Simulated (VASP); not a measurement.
# Mg3MoN4 (Pmn2_1) in VASP: settings compared, part 2 of 2

VASP 6.6.1.

## (3) Electric field gradients, r2SCAN

POSCAR

```
Mg3MoN4
1.0
    6.7267518100      0.0000000000      0.0000000000
    0.0000000000      5.8148497900      0.0000000000
    0.0000000000      0.0000000000      5.2351251100
Mg Mo N
6 2 8
Direct
    0.2522327400      0.1687886800      0.8570723200
    0.7477672600      0.1687886800      0.8570723200
    0.2477672600      0.8312113200      0.3570723200
    0.7522327400      0.8312113200      0.3570723200
    0.0000000000      0.6612315300      0.8589044500
    0.5000000000      0.3387684700      0.3589044500
    0.0000000000      0.3292768100      0.3495152100
    0.5000000000      0.6707231900      0.8495152100
    0.0000000000      0.6348702200      0.4560870800
    0.5000000000      0.3651297800      0.9560870800
    0.0000000000      0.3265138700      0.9975724100
    0.5000000000      0.6734861300      0.4975724100
    0.7694645500      0.1774504400      0.4566981000
    0.2305354500      0.1774504400      0.4566981000
    0.7305354500      0.8225495600      0.9566981000
    0.2694645500      0.8225495600      0.9566981000
```

INCAR.step1

```
PREC     = Accurate       # precision mode
ENCUT    = 520            # plane-wave cutoff, eV
ISMEAR   = -1             # smearing method
SIGMA    = 0.02           # smearing width, eV
LREAL    = Auto         
LASPH    = T              # aspherical terms in the spheres
NELM     = 100            # most SCF steps
NBANDS   = 54             # bands
GGA      = PE             # functional
ALGO     = Normal         # electronic algorithm
EDIFF    = 1E-4           # SCF threshold, eV
LWAVE    = T              # write WAVECAR
LCHARG   = F              # write CHGCAR
```

INCAR.step2

```
PREC     = Accurate       # precision mode
ENCUT    = 520            # plane-wave cutoff, eV
EDIFF    = 1E-8           # SCF threshold, eV
ISMEAR   = -1             # smearing method
SIGMA    = 0.02           # smearing width, eV
LREAL    = Auto         
LASPH    = T              # aspherical terms in the spheres
NELM     = 100            # most SCF steps
ALGO     = Normal         # electronic algorithm
ISIF     = 2              # what is computed and relaxed
LWAVE    = F              # write WAVECAR
LCHARG   = F              # write CHGCAR
METAGGA  = R2SCAN         # meta-GGA
LMIXTAU  = T            
LEFG     = T            
NBANDS   = 54             # bands
ISTART   = 1
```

KPOINTS

```
Automatic mesh
0
Gamma
  4 5 6
```

Potentials or basis: VASP PAW PBE potentials, release 64 (Mg, Mo_sv, N).

The run is started by

```sh
$ cat potpaw_PBE.64/Mg/POTCAR potpaw_PBE.64/Mo_sv/POTCAR potpaw_PBE.64/N/POTCAR > POTCAR
$ cp INCAR.step1 INCAR
$ mpirun -np 1 vasp_std > vasp.out
$ cp INCAR.step2 INCAR
$ mpirun -np 1 vasp_std > vasp.out
```

OUTCAR:

```text
PREC = Accurate
   ENCUT = 520
   EDIFF = 1E-8
   ISMEAR = -1
   LREAL = Auto
   LASPH = T
   NELM = 100
   ISIF = 2
   METAGGA = R2SCAN
   ISTART = 1

 ion  position               nearest neighbor table
   1  0.252  0.169  0.857-  11 2.06  16 2.08  10 2.09  14 2.10   7 3.22   6 3.25   6 3.26   3 3.27
                             3 3.27   7 3.29   5 3.33   2 3.33   8 3.34   8 3.36   2 3.39   5 3.40
   2  0.748  0.169  0.857-  11 2.06  15 2.08  10 2.09  13 2.10   7 3.22   6 3.25   6 3.26   4 3.27
                             4 3.27   7 3.29   5 3.33   1 3.33   8 3.34   8 3.36   1 3.39   5 3.40
   3  0.248  0.831  0.357-  12 2.06  14 2.08   9 2.09  16 2.10   8 3.22   5 3.25   5 3.26   1 3.27
                             1 3.27   8 3.29   6 3.33   4 3.33   7 3.34   7 3.36   4 3.39   6 3.40
   4  0.752  0.831  0.357-  12 2.06  13 2.08   9 2.09  15 2.10   8 3.22   5 3.25   5 3.26   2 3.27
                             2 3.27   8 3.29   6 3.33   3 3.33   7 3.34   7 3.36   3 3.39   6 3.40
   5  0.000  0.661  0.859-  11 2.08  15 2.10  16 2.10   9 2.11   7 3.21   4 3.25   3 3.25   3 3.26
                             4 3.26   7 3.29   1 3.33   2 3.33   8 3.36   8 3.36   1 3.40   2 3.40
   6  0.500  0.339  0.359-  12 2.08  13 2.10  14 2.10  10 2.11   8 3.21   2 3.25   1 3.25   1 3.26
                             2 3.26   8 3.29   3 3.33   4 3.33   7 3.36   7 3.36   4 3.40   3 3.40
   7  0.000  0.329  0.350-  11 1.84   9 1.86  13 1.87  14 1.87   5 3.21   2 3.22   1 3.22   2 3.29
                             1 3.29   5 3.29   4 3.34   3 3.34   3 3.36   4 3.36   6 3.36   6 3.36
   8  0.500  0.671  0.850-  12 1.84  10 1.86  15 1.87  16 1.87   6 3.21   4 3.22   3 3.22   4 3.29
                             3 3.29   6 3.29   2 3.34   1 3.34   1 3.36   2 3.36   5 3.36   5 3.36
   9  0.000  0.635  0.456-   7 1.86   4 2.09   3 2.09   5 2.11
  10  0.500  0.365  0.956-   8 1.86   2 2.09   1 2.09   6 2.11
  11  0.000  0.327  0.998-   7 1.84   2 2.06   1 2.06   5 2.08
  12  0.500  0.673  0.498-   8 1.84   4 2.06   3 2.06   6 2.08
  13  0.769  0.177  0.457-   7 1.87   4 2.08   2 2.10   6 2.10
  14  0.231  0.177  0.457-   7 1.87   3 2.08   1 2.10   6 2.10
  15  0.731  0.823  0.957-   8 1.87   2 2.08   4 2.10   5 2.10
  16  0.269  0.823  0.957-   8 1.87   1 2.08   3 2.10   5 2.10

  LATTYP: Found a simple orthorhombic cell.
 ALAT       =     5.2351251100
 B/A-ratio  =     1.1107375025
 C/A-ratio  =     1.2849266577

  Lattice vectors:

 A1 = (   0.0000000000,   0.0000000000,  -5.2351251100)
 A2 = (   0.0000000000,   5.8148497900,   0.0000000000)
[... 1558 lines left out ...]
      5.03004      0.98148      4.48688        -0.005615      0.020040      0.039730
      1.66667      4.83337      1.86932        -0.005615     -0.020040      0.039730
      5.06008      4.83337      1.86932         0.005615     -0.020040      0.039730
      0.00000      3.84496      4.49647         0.000000     -0.005646     -0.012512
      3.36338      1.96989      1.87891         0.000000      0.005646     -0.012512
[... 8 lines left out ...]
      4.91413      4.78300      5.00843         0.095732      0.055924      0.020954
      1.81262      4.78300      5.00843        -0.095732      0.055924      0.020954
 -----------------------------------------------------------------------------------
    total drift:                                0.000000      0.000000      0.010713

  FREE ENERGIE OF THE ION-ELECTRON SYSTEM (eV)
  ---------------------------------------------------
  free  energy   TOTEN  =      -166.8043149791 eV

  energy  without entropy=     -166.8043149791  energy(sigma->0) =     -166.80431498

 Electric field gradients (V/A^2)
---------------------------------------------------------------------
 ion       V_xx      V_yy      V_zz      V_xy      V_xz      V_yz
---------------------------------------------------------------------
   1      -0.191    -4.194     4.384     0.050     0.548    -0.820
   2      -0.191    -4.194     4.384    -0.050    -0.548    -0.820
   3      -0.191    -4.194     4.384     0.050    -0.548     0.820
   4      -0.191    -4.194     4.384    -0.050     0.548     0.820
   5      -5.224     0.968     4.256     0.000    -0.000     1.594
   6      -5.224     0.968     4.256    -0.000     0.000    -1.594
[... 8 lines left out ...]
  15       1.792    -2.374     0.583    -1.598    -1.671    -0.721
  16       1.792    -2.374     0.583     1.598     1.671    -0.721
---------------------------------------------------------------------

 Electric field gradients after diagonalization (V/A^2)
 (convention: |V_zz| > |V_xx| > |V_yy|)
----------------------------------------------------------------------
 ion       V_xx      V_yy      V_zz     asymmetry (V_yy - V_xx)/ V_zz
----------------------------------------------------------------------
   1      -4.274    -0.250     4.524       0.889
   2      -4.274    -0.250     4.524       0.889
   3      -4.274    -0.250     4.524       0.889
   4      -4.274    -0.250     4.524       0.889
   5       4.902     0.322    -5.224       0.877
   6       4.902     0.322    -5.224       0.877
[... 8 lines left out ...]
  15       3.127     0.203    -3.331       0.878
  16       3.127     0.203    -3.331       0.878
----------------------------------------------------------------------

           NMR quadrupolar parameters

 Cq : quadrupolar parameter    Cq=e*Q*V_zz/h
 eta: asymmetry parameters     (V_yy - V_xx)/ V_zz
 Q  : nuclear electric quadrupole moment in mb (millibarn)
----------------------------------------------------------------------
 ion       Cq(MHz)       eta       Q (mb)
----------------------------------------------------------------------
   1       0.011       0.889       1.000
   2       0.011       0.889       1.000
   3       0.011       0.889       1.000
   4       0.011       0.889       1.000
   5      -0.013       0.877       1.000
   6      -0.013       0.877       1.000
[... 8 lines left out ...]
  15      -0.008       0.878       1.000
  16      -0.008       0.878       1.000
----------------------------------------------------------------------
```

OUTCAR.step1:

```text
PREC = Accurate
   ENCUT = 520
   ISMEAR = -1
   LREAL = Auto
   LASPH = T
   NELM = 100
[... 1599 lines left out ...]
      0.00000      3.84496      4.49647         0.000000      0.006165     -0.003806
      3.36338      1.96989      1.87891         0.000000     -0.006165     -0.003806
[... 8 lines left out ...]
      4.91413      4.78300      5.00843         0.182660      0.101966      0.037749
      1.81262      4.78300      5.00843        -0.182660      0.101966      0.037749
 -----------------------------------------------------------------------------------
    total drift:                                0.000000      0.000000     -0.011428

  FREE ENERGIE OF THE ION-ELECTRON SYSTEM (eV)
  ---------------------------------------------------
  free  energy   TOTEN  =      -111.0707321159 eV

  energy  without entropy=     -111.0707321159  energy(sigma->0) =     -111.07073212
```

OSZICAR.step1:

```text
N       E                     dE             d eps       ncg     rms          rms(c)
DAV:   1     0.563162277242E+03    0.56316E+03   -0.41807E+04  4184   0.136E+03
DAV:   2    -0.956300607896E+02   -0.65879E+03   -0.62865E+03  4900   0.337E+02
DAV:   3    -0.138074367836E+03   -0.42444E+02   -0.41968E+02  4584   0.855E+01
DAV:   4    -0.138849350336E+03   -0.77498E+00   -0.77114E+00  4656   0.120E+01
DAV:   5    -0.138863650537E+03   -0.14300E-01   -0.14295E-01  4486   0.152E+00    0.724E+01
DAV:   6    -0.115163811999E+03    0.23700E+02   -0.15316E+02  4388   0.559E+01    0.174E+01
DAV:   7    -0.111919724281E+03    0.32441E+01   -0.38549E+01  4382   0.336E+01    0.166E+01
DAV:   8    -0.111224494036E+03    0.69523E+00   -0.32035E+00  4152   0.934E+00    0.935E+00
DAV:   9    -0.111120674187E+03    0.10382E+00   -0.11592E+00  4530   0.597E+00    0.469E+00
DAV:  10    -0.111067890794E+03    0.52783E-01   -0.13738E-01  4438   0.229E+00    0.142E+00
DAV:  11    -0.111070945075E+03   -0.30543E-02   -0.27843E-02  4226   0.687E-01    0.293E-01
DAV:  12    -0.111070684115E+03    0.26096E-03   -0.20502E-03  4588   0.253E-01    0.125E-01
DAV:  13    -0.111070732116E+03   -0.48001E-04   -0.23045E-04  3442   0.958E-02
   1 F= -.11107073E+03 E0= -.11107073E+03  d E =-.103881E-12
```

Wall time 20 min (1 thread of Intel Xeon Platinum 8488C (Sapphire Rapids), shared host); peak memory 0.47 GiB.

Results:

```
Free energy                             : -166.8043 eV
Pressure                                : -0.1 GPa
Largest force                           : 0.150 eV/Å
Band gap on the k mesh                  : 3.47 eV (least direct gap 3.53 eV)
Largest electric field gradient by atom : Mg +4.5, -5.2 (each value once); Mo +39.7; N +4.9, +3.4, -3.3 (each value once) V/Å²
```

Forces on the atoms (eV/Å):
```
Mg   0.006  0.020  0.040
Mg  -0.006  0.020  0.040
Mg  -0.006 -0.020  0.040
Mg   0.006 -0.020  0.040
Mg   0.000 -0.006 -0.013
Mg   0.000  0.006 -0.013
Mo   0.000 -0.004  0.021
Mo   0.000  0.004  0.021
N    0.000  0.139  0.020
N    0.000 -0.139  0.020
N    0.000 -0.004 -0.150
N    0.000  0.004 -0.150
N   -0.096 -0.056  0.021
N    0.096 -0.056  0.021
N    0.096  0.056  0.021
N   -0.096  0.056  0.021
```

Electric field gradients, principal values (V/Å²):
```tsv
atom	least	middle	greatest (by size)
1 Mg	-0.250	-4.274	4.524
2 Mg	-0.250	-4.274	4.524
3 Mg	-0.250	-4.274	4.524
4 Mg	-0.250	-4.274	4.524
5 Mg	0.322	4.902	-5.224
6 Mg	0.322	4.902	-5.224
7 Mo	-15.076	-24.601	39.677
8 Mo	-15.076	-24.601	39.677
9 N	-1.993	-2.935	4.928
10 N	-1.993	-2.935	4.928
11 N	-0.881	-2.474	3.354
12 N	-0.881	-2.474	3.354
13 N	0.203	3.127	-3.331
14 N	0.203	3.127	-3.331
15 N	0.203	3.127	-3.331
16 N	0.203	3.127	-3.331
```

Caveat: without QUAD_EFG the Cq values of the log hold for a quadrupole moment of 1 mb, not for the nuclei; the PAW data sets were made with another functional, which shifts forces and pressure a little; an odd mesh through Γ misses points on the zone boundary, where band edges can lie.
